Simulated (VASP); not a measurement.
# Ge (Cmcm) in VASP: a series of runs, part 2 of 2

VASP 6.6.1.

**4. Single point, PBE**

This run uses another cell than the first one, of 22.98 Å³/atom, 1.006 times its volume.

The input, INCAR:

```
PREC = Accurate
ENCUT = 520
EDIFF = 1E-6
ISMEAR = 0
SIGMA = 0.1
LREAL = F
LASPH = T
NELM = 60
ALGO = Normal
ISIF = 2
LWAVE = F
LCHARG = F
GGA = PE
NBANDS = 36
```

The input, KPOINTS:

```
regular mesh
0
Gamma
  4 4 6
```

The input, POSCAR:

```
Ge
1.0
    3.4021795998     -3.6138902678      0.0000000000
    3.4021795998      3.6138902678      0.0000000000
    0.0000000000      0.0000000000      3.7388184609
Ge
4
Direct
    0.4536263949      0.1747929362      0.2500000000
    0.5463736051      0.8252070638      0.7500000000
    0.8252070638      0.5463736051      0.2500000000
    0.1747929362      0.4536263949      0.7500000000
```

Potentials or basis: VASP PAW PBE potentials, release 64 (Ge_d).

Command:

```sh
$ cat potpaw_PBE.64/Ge_d/POTCAR > POTCAR
$ mpirun -np 1 vasp_std > vasp.out
```

OUTCAR:

```text
PREC = Accurate
   ENCUT = 520
   EDIFF = 1E-6
   ISMEAR = 0
   LREAL = F
   LASPH = T
   NELM = 60
   ISIF = 2
   GGA = PE

 ion  position               nearest neighbor table
   1  0.454  0.175  0.250-   3 2.53   2 2.61   2 2.61   4 2.75   4 2.75
   2  0.546  0.825  0.750-   4 2.53   1 2.61   1 2.61   3 2.75   3 2.75
   3  0.825  0.546  0.250-   1 2.53   4 2.61   4 2.61   2 2.75   2 2.75
   4  0.175  0.454  0.750-   2 2.53   3 2.61   3 2.61   1 2.75   1 2.75

  LATTYP: Found a base centered orthorhombic cell.
[... 1132 lines left out ...]
     36      11.1828      0.00000

 [... further k-points ...]
[... 5 lines left out ...]
  --------------------------------------------------------------------------------------
  -------------------------------------------------------------------------------------
  Total       -0.0648636     -0.0826871     -0.0706661      0.0000000      0.0000000      0.0000000
  in kB       -1.1303554     -1.4409600     -1.2314730      0.0000000      0.0000000      0.0000000
  external PRESSURE =      -1.2675961 kB  Pullay stress =       0.0000000 kB

 VOLUME and BASIS-vectors are now :
 -----------------------------------------------------------------------------
  energy-cutoff  :      520.00
  volume of cell :       91.94
      direct lattice vectors                 reciprocal lattice vectors
     3.402179600 -3.613890268  0.000000000     0.146964611 -0.138355059  0.000000000
     3.402179600  3.613890268  0.000000000     0.146964611  0.138355059  0.000000000
     0.000000000  0.000000000  3.738818461     0.000000000  0.000000000  0.267464176

 POSITION                                       TOTAL-FORCE (eV/Angst)
 -----------------------------------------------------------------------------------
      2.13800     -1.00767      0.93470         0.023282      0.002426      0.000000
      4.66636      1.00767      2.80411        -0.023282     -0.002426      0.000000
      4.66636     -1.00767      0.93470        -0.023282      0.002426      0.000000
      2.13800      1.00767      2.80411         0.023282     -0.002426     -0.000000
 -----------------------------------------------------------------------------------
    total drift:                                0.000000      0.000000      0.000000

  FREE ENERGIE OF THE ION-ELECTRON SYSTEM (eV)
  ---------------------------------------------------
  free  energy   TOTEN  =       -16.9833754946 eV

  energy  without entropy=      -16.9791158486  energy(sigma->0) =      -16.98124567
```

stdout:

```text
POSCAR found type information on POSCAR Ge
 POSCAR found :  1 types and       4 ions
 scaLAPACK will be used
 LDA part: xc-table for (Slater+PW92), standard interpolation
 POSCAR, INCAR and KPOINTS ok, starting setup
 FFT: planning ... GRIDC
 FFT: planning ... GRID_SOFT
 FFT: planning ... GRID
 WAVECAR not read
 entering main loop
```

It took 60 s on 1 thread of Intel Xeon Platinum 8488C (Sapphire Rapids), shared host; peak memory 0.23 GiB.

What came out:

```
Free energy            : -16.9834 eV
Pressure               : -0.1 GPa
Largest force          : 0.023 eV/Å
Band gap on the k mesh : zero (band 28 reaches 5.23 eV, above the bottom of band 29 at 3.83 eV)
```

Forces in eV/Å, atoms in the order of the input:
```
Ge   0.023  0.002  0.000
Ge  -0.023 -0.002  0.000
Ge  -0.023  0.002  0.000
Ge   0.023 -0.002  0.000
```

Levels at points of the mesh, in eV from the Fermi level:
```tsv
k point	band 25	band 26	band 27	band 28	band 29	band 30	band 31	band 32
(0.00, 0.00, 0.00)	-3.29	-1.76	-0.30	-0.25	2.18	2.31	3.48	4.13
(0.50, 0.00, 0.00)	-2.32	-1.12	-0.82	0.13	0.85	0.96	3.36	4.80
(0.50, 0.50, 0.00)	-0.89	-0.14	0.07	0.27	0.85	1.15	2.27	3.46
(0.00, 0.00, 0.50)	-3.12	-3.12	-2.12	-2.12	0.27	0.27	2.92	2.92
(0.50, 0.00, 0.50)	-2.30	-2.30	-2.13	-2.13	0.08	0.08	2.66	2.66
(0.50, 0.50, 0.50)	-5.06	-5.06	-1.75	-1.75	3.06	3.06	4.73	4.73
```

**5. Relaxation of cell and atoms, PBE**

The input, INCAR:

```
ALGO     = Normal         # electronic algorithm
EDIFF    = 1E-7           # SCF threshold, eV
EDIFFG   = -0.04          # ionic threshold
ENCUT    = 600            # plane-wave cutoff, eV
GGA      = PE             # functional
IBRION   = 2              # ionic algorithm
ISIF     = 3              # what is computed and relaxed
ISMEAR   = 0              # smearing method
LASPH    = True           # aspherical terms in the spheres
LCHARG   = False          # write CHGCAR
LREAL    = False          # projectors in reciprocal space
LWAVE    = False          # write WAVECAR
NELM     = 100            # most SCF steps
NSW      = 90             # ionic steps
PREC     = Accurate       # precision mode
SIGMA    = 0.1            # smearing width, eV
```

The input, KPOINTS:

```
k-points
0
Gamma
  4 4 6
```

The input, POSCAR:

```
Ge
1.0
    3.4114171408     -3.6900548552      0.0000000000
    3.4114171408      3.6900548552      0.0000000000
    0.0000000000      0.0000000000      3.6310970733
Ge
4
Direct
    0.4523916459      0.1792009831      0.2500000000
    0.5476083541      0.8207990169      0.7500000000
    0.8207990169      0.5476083541      0.2500000000
    0.1792009831      0.4523916459      0.7500000000
```

Command:

```sh
$ cat potpaw_PBE.64/Ge_d/POTCAR > POTCAR
$ mpirun -np 1 vasp_std > vasp.out
```

It took 2.8 min on 1 thread of Intel Xeon 6975P-C (Granite Rapids), shared host; peak memory 0.25 GiB.

The run converged. Its results:

```yaml
Free_energy: -16.9838 eV
Relaxed_volume: 22.94 Å³/atom
Relaxed_cell: a = 4.961 Å, b = 4.961 Å, c = 3.735 Å, α = 90.00°, β = 90.00°, γ = 93.30°
Space_group_after_relaxing_to_0.05_Å: Cmcm (No. 63)
Energy_gained_by_relaxing: 7.9 meV/atom
Ionic_steps: 6
Pressure_after_relaxing: 0.0 GPa
Largest_force_after_relaxing: 0.021 eV/Å
Band_gap_on_the_k_mesh: zero (band 28 reaches 5.27 eV, above the bottom of band 29 at 3.85 eV)
```

Forces in eV/Å, atoms in the order of the input:
```
Ge   0.004 -0.020  0.000
Ge  -0.004  0.020  0.000
Ge  -0.004 -0.020  0.000
Ge   0.004  0.020  0.000
```

The path:
| step | energy change (eV) | largest force (eV/Å) | pressure (GPa) | volume (Å³) |
| --- | --- | --- | --- | --- |
| 1 | 0.0000 | 0.1538 | 0.51 | 91.42 |
| 2 | -0.0202 | 0.0860 | -0.22 | 92.37 |
| 3 | -0.0255 | 0.0928 | -0.74 | 93.12 |
| 4 | -0.0310 | 0.0438 | 0.05 | 91.79 |
| 5 | -0.0311 | 0.0446 | -0.06 | 91.93 |
| 6 | -0.0315 | 0.0208 | 0.05 | 91.76 |

Final structure:
```xyz
4
Lattice="3.4054 -3.6073 0.0000 3.4054 3.6073 0.0000 0.0000 0.0000 3.7349" Properties=species:S:1:pos:R:3 pbc="T T T"
Ge    2.1430   -1.0036    0.9337
Ge    4.6678    1.0036    2.8012
Ge    4.6678   -1.0036    0.9337
Ge    2.1430    1.0036    2.8012
```

Levels at points of the mesh, in eV from the Fermi level:
```csv
k point,band 24,band 25,band 26,band 27,band 28,band 29,band 30,band 31,band 32,band 33
"(0.00, 0.00, 0.00)",-5.80,-3.32,-1.77,-0.31,-0.22,2.16,2.34,3.46,4.14,4.39
"(0.50, 0.00, 0.00)",-5.60,-2.34,-1.12,-0.83,0.13,0.84,0.96,3.36,4.80,4.98
"(0.50, 0.50, 0.00)",-4.33,-0.87,-0.15,0.05,0.27,0.87,1.11,2.28,3.46,4.36
"(0.00, 0.00, 0.50)",-5.85,-3.15,-3.15,-2.13,-2.13,0.24,0.24,2.94,2.94,4.78
"(0.50, 0.00, 0.50)",-7.39,-2.31,-2.31,-2.15,-2.15,0.08,0.08,2.66,2.66,5.88
"(0.50, 0.50, 0.50)",-7.61,-5.08,-5.08,-1.76,-1.76,3.07,3.07,4.73,4.73,6.20
```

**6. Relaxation of cell and atoms, PBE**

This run uses another cell than the first one, of 23.74 Å³/atom, 1.039 times its volume.

The input, INCAR:

```
PREC = Accurate
ENCUT = 600
EDIFF = 1E-7
ISMEAR = 0
SIGMA = 0.1
LREAL = False
LASPH = True
NELM = 60
ALGO = Normal
ISIF = 3
LWAVE = False
LCHARG = False
GGA = PE
IBRION = 2
NSW = 90
EDIFFG = -0.04
```

The input, KPOINTS:

```
regular mesh
0
Gamma
  4 4 4
```

The input, POSCAR:

```
Ge
1.0
    4.1231615800     -3.0125194900      0.0000000000
    4.1231615800      3.0125194900      0.0000000000
    0.0000000000      0.0000000000      3.8222471700
Ge
4
Direct
    0.4270780200      0.1168776000      0.2500000000
    0.5729219800      0.8831224000      0.7500000000
    0.8831224000      0.5729219800      0.2500000000
    0.1168776000      0.4270780200      0.7500000000
```

Potentials or basis: VASP PAW PBE potentials, release 64 (Ge_d).

Command:

```sh
$ cat potpaw_PBE.64/Ge_d/POTCAR > POTCAR
$ mpirun -np 1 vasp_std > vasp.out
```

OUTCAR:

```text
PREC = Accurate
   ENCUT = 600
   EDIFF = 1E-7
   ISMEAR = 0
   LREAL = False
   LASPH = True
   NELM = 60
   ISIF = 3
   GGA = PE
   IBRION = 2
   NSW = 90
   EDIFFG = -0.04

 ion  position               nearest neighbor table
   1  0.427  0.117  0.250-   2 2.26   2 2.26   4 2.67   4 2.67
   2  0.573  0.883  0.750-   1 2.26   1 2.26   3 2.67   3 2.67
   3  0.883  0.573  0.250-   4 2.26   4 2.26   2 2.67   2 2.67
   4  0.117  0.427  0.750-   3 2.26   3 2.26   1 2.67   1 2.67

  LATTYP: Found a base centered orthorhombic cell.
 ALAT       =     6.0250389800
 B/A-ratio  =     1.3686754870
 C/A-ratio  =     0.6343937662

  Lattice vectors:

 A1 = (  -4.1231615800,  -3.0125194900,   0.0000000000)
 A2 = (   4.1231615800,  -3.0125194900,   0.0000000000)
 A3 = (   0.0000000000,   0.0000000000,   3.8222471700)

[... 304 lines left out ...]
      6     -20.2657      2.00000
[... 745 lines left out ...]
     32       9.8410      0.00000
     33      10.0964      0.00000

[... ionic steps 4 to 31 ...]

--------------------------------------- Ionic step       32  -------------------------------------------

 number of electron      56.0000007 magnetization

------------------------ aborting loop because EDIFF is reached ----------------------------------------
[... 71 lines left out ...]
--------------------------------------- Ionic step       34  -------------------------------------------

 number of electron      55.9999999 magnetization

 Free energy of the ion-electron system (eV)
  ---------------------------------------------------
  ext. energy  EPLUGINS =         0.00000000
  ---------------------------------------------------
  free energy    TOTEN  =       -17.00708012 eV

  energy without entropy =      -17.00187290  energy(sigma->0) =      -17.00447651

 E-fermi :   6.4564     XC(G=0): -11.0706

 val. band max:        6.3658979292   @ k =  -0.2500   0.2500   0.2500
 cond. band min:       6.5688655482   @ k =   0.2500   0.0000   0.2500
 fundamental gap:      0.2029676190
 Fermi energy:         6.4563541189

 k-point     1 :       0.0000    0.0000    0.0000
  band No.  band energies     occupation
      1     -18.4606      2.00000
      2     -18.4471      2.00000
      3     -18.4278      2.00000
      4     -18.3704      2.00000
      5     -18.3700      2.00000
      6     -18.3685      2.00000
[... 776 lines left out ...]
  FREE ENERGIE OF THE ION-ELECTRON SYSTEM (eV)
  ---------------------------------------------------
  free  energy   TOTEN  =       -17.0070801215 eV

  energy  without entropy=      -17.0018728974  energy(sigma->0) =      -17.00447651

 reached required accuracy - stopping structural energy minimisation
```

Run time: 14 min. Hardware: 1 thread of Intel Xeon 6975P-C (Granite Rapids), shared host; peak memory 0.26 GiB.

Results:

```yaml
Free_energy: -17.0071 eV
Relaxed_volume: 19.46 Å³/atom
Relaxed_cell: a = 4.079 Å, b = 4.079 Å, c = 4.694 Å, α = 90.00°, β = 90.00°, γ = 94.65°
Space_group_after_relaxing_to_0.05_Å: Cmcm (No. 63)
Energy_gained_by_relaxing: 768.5 meV/atom
Ionic_steps: 34
Pressure_after_relaxing: -0.2 GPa
Largest_force_after_relaxing: 0.035 eV/Å
Band_gap_on_the_k_mesh: zero (band 28 reaches 7.51 eV, above the bottom of band 29 at 5.20 eV)
```

Forces in eV/Å, atoms in the order of the input:
```
Ge   0.015 -0.031  0.000
Ge  -0.015  0.031  0.000
Ge  -0.015 -0.031  0.000
Ge   0.015  0.031  0.000
```

The path:
| step | energy change (eV) | largest force (eV/Å) | pressure (GPa) | volume (Å³) |
| --- | --- | --- | --- | --- |
| 1 | 0.0000 | 2.0831 | 15.12 | 94.95 |
| 2 | -1.0609 | 0.4297 | -6.56 | 127.80 |
| 3 | -1.4232 | 0.6189 | -2.06 | 113.47 |
| 4 | -1.4236 | 0.6058 | -2.27 | 113.87 |
| 5 | -1.6143 | 0.7328 | -2.26 | 109.09 |
| 6 | -2.2620 | 0.8942 | -1.45 | 95.13 |
| 7 | -0.8754 | 4.8819 | 26.80 | 69.13 |
| 8 | -2.3394 | 0.8532 | -0.26 | 91.10 |
| 9 | -2.5633 | 0.2038 | 6.41 | 79.87 |
| 10 | -2.5715 | 0.4984 | 3.35 | 83.57 |
| 11 | -2.5866 | 0.3321 | 4.43 | 82.10 |
| 12 | -2.6523 | 0.2387 | 4.82 | 81.37 |
| 13 | -2.6576 | 0.3870 | 5.08 | 81.09 |
| 14 | -2.7224 | 0.3457 | 3.45 | 82.70 |
| 15 | -2.8032 | 0.2320 | -0.63 | 87.46 |
| 16 | -2.8034 | 0.2272 | -0.78 | 87.67 |
| 17 | -2.8119 | 0.2215 | -0.74 | 87.40 |
| 18 | -2.8336 | 0.2086 | -0.67 | 86.60 |
| 19 | -2.8573 | 0.1872 | -0.32 | 84.97 |
| 20 | -2.8591 | 0.1817 | -0.18 | 84.42 |
| 21 | -2.8771 | 0.1515 | -0.11 | 83.65 |
| 22 | -2.9360 | 0.1191 | 0.13 | 81.35 |
| 23 | -3.0445 | 0.0468 | 1.25 | 76.74 |
| 24 | -2.1310 | 2.4844 | 16.64 | 67.62 |
| 25 | -3.0444 | 0.1020 | 1.67 | 76.38 |
| 26 | -3.0286 | 0.0322 | 3.09 | 73.60 |
| 27 | -3.0507 | 0.0783 | 2.06 | 75.43 |
| 28 | -3.0595 | 0.0532 | 1.61 | 75.56 |
| 29 | -3.0601 | 0.0433 | 1.43 | 75.61 |
| 30 | -3.0651 | 0.0368 | 1.08 | 76.10 |
| 31 | -3.0721 | 0.0395 | -0.04 | 77.58 |
| 32 | -3.0721 | 0.0408 | -0.18 | 77.73 |
| 33 | -3.0734 | 0.0389 | -0.19 | 77.79 |
| 34 | -3.0739 | 0.0346 | -0.22 | 77.86 |

Final structure:
```xyz
4
Lattice="2.7650 -2.9993 0.0000 2.7650 2.9993 0.0000 0.0000 0.0000 4.6944" Properties=species:S:1:pos:R:3 pbc="T T T"
Ge    1.4103   -0.7938    1.1736
Ge    4.1197    0.7938    3.5208
Ge    4.1197   -0.7938    1.1736
Ge    1.4103    0.7938    3.5208
```

Caveat: the k points lie up to 0.39 Å⁻¹ apart in the final cell; the volume moved by over 15 % at a fixed basis, so the end points are rough.

**7. Summary**

```tsv
task	cell	k mesh	cutoff (eV)	gap on the mesh (eV)	pressure (GPa)	relaxed volume (Å³/atom)	largest force (eV/Å)
single point	a = 5.025, b = 5.025, c = 3.631 Å, angles 90.0, 90.0, 94.5°, 4 atoms	4 × 4 × 4	520	none	0.0	-	-
single point	a = 5.106, b = 5.106, c = 3.822 Å, angles 90.0, 90.0, 72.3°, 4 atoms	4 × 4 × 4	520	none	15.1	-	2.08
single point	a = 4.963, b = 4.963, c = 3.739 Å, angles 90.0, 90.0, 93.5°, 4 atoms	4 × 4 × 6	520	none	-0.1	-	0.02
relaxation of cell and atoms	relaxed from a = 5.025, b = 5.025, c = 3.631 Å, angles 90.0, 90.0, 94.5°, 4 atoms	4 × 4 × 6	600	none	0.0	22.94	0.02
relaxation of cell and atoms	relaxed from a = 5.106, b = 5.106, c = 3.822 Å, angles 90.0, 90.0, 72.3°, 4 atoms	4 × 4 × 4	600	none	-0.2	19.46	0.03
```

Alike in all rows: level PBE; potentials or basis VASP PAW PBE potentials, release 64 (Ge_d); no spin polarisation; smearing gaussian 0.1 eV.

Caveats: some runs use coarse meshes; forces of over 1 eV/Å act on the atoms, so gaps and moduli don't describe the material at rest (some runs); the volume moved by over 15 % at a fixed basis, so the end points are rough (some runs).

Total energies depend on the potentials used, so only differences within one code and one set of settings carry meaning.
